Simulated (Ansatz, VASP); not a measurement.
## TiO2 in VASP and in Ansatz

INCAR

```
ALGO = Normal
EDIFF = 1E-6
EDIFFG = -0.01
ENCUT = 520
GGA = PE
IBRION = 2
ISIF = 2
ISMEAR = -1
LASPH = T
LCHARG = F
LREAL = F
LWAVE = F
NELM = 80
NSW = 60
PREC = Accurate
SIGMA = 0.05
```

File KPOINTS:

```
k-points
0
Gamma
  5 5 4
```

The input POSCAR:

```
TiO2
1.0
    5.4705782808      0.0000000000      0.0000000000
   -2.7352891404      4.7376597645      0.0000000000
    0.0000000000      0.0000000000      6.0824678800
Ti O
3 6
Direct
    0.4669367500      0.0000000000      0.3333333333
    0.0000000000      0.4669367500      0.6666666667
    0.5330632500      0.5330632500      0.0000000000
    0.5810657200      0.8514331800      0.1206639333
    0.7296325400      0.1485668200      0.5460027333
    0.2703674600      0.4189342800      0.7873306000
    0.8514331800      0.5810657200      0.8793360667
    0.1485668200      0.7296325400      0.4539972667
    0.4189342800      0.2703674600      0.2126694000
```

File input.yaml:

```yaml
crystal:
  lattice:
    - [5.4705782808, 0.0, 0.0]
    - [-2.7352891404, 4.7376597645, 0.0]
    - [0.0, 0.0, 6.08246788]
  atoms:
    - { symbol: Ti, position: [0.46693675, 0.0, 0.3333333333] }
    - { symbol: Ti, position: [0.0, 0.46693675, 0.6666666667] }
    - { symbol: Ti, position: [0.53306325, 0.53306325, 0.0] }
    - { symbol: O, position: [0.58106572, 0.85143318, 0.1206639333] }
    - { symbol: O, position: [0.72963254, 0.14856682, 0.5460027333] }
    - { symbol: O, position: [0.27036746, 0.41893428, 0.7873306] }
    - { symbol: O, position: [0.85143318, 0.58106572, 0.8793360667] }
    - { symbol: O, position: [0.14856682, 0.72963254, 0.4539972667] }
    - { symbol: O, position: [0.41893428, 0.27036746, 0.2126694] }
hamiltonian:
  xc: pbe
  pseudopotentials: { kind: paw }
kpoints:
  mp_grid: { grid: [5, 5, 4] }
scf:
  occupations: { method: fermi_dirac, width: 0.05 }
output:
  forces: true
  stress: true
  eigenvalues: true
relax:
  f_tol: 0.01
  max_steps: 40
```

Alike in both runs: task relaxation of the atoms; functional PBE; k mesh 5 × 5 × 4; occupations fermi-dirac, width 0.05 eV; no spin polarisation.

|  | VASP | Ansatz |
| --- | --- | --- |
| version | VASP 6.6.1 | Ansatz 0.2.0 |
| potentials or method | VASP PAW PBE potentials, release 64 (Ti_sv, O) | Ansatz PAW |
| plane-wave cutoff (eV) | 520 | 420 |
| valence electrons in the cell | 72 | 72 |

|  | VASP | Ansatz | Ansatz less VASP |
| --- | --- | --- | --- |
| gap on the k mesh at the Fermi level, each at its own relaxed structure (eV) | 3.56 | 3.61 | +0.046 |

Noted on Ansatz's run: odd divisions of the mesh miss points on the zone boundary, where band edges often lie, so the gap on the mesh can be too wide.
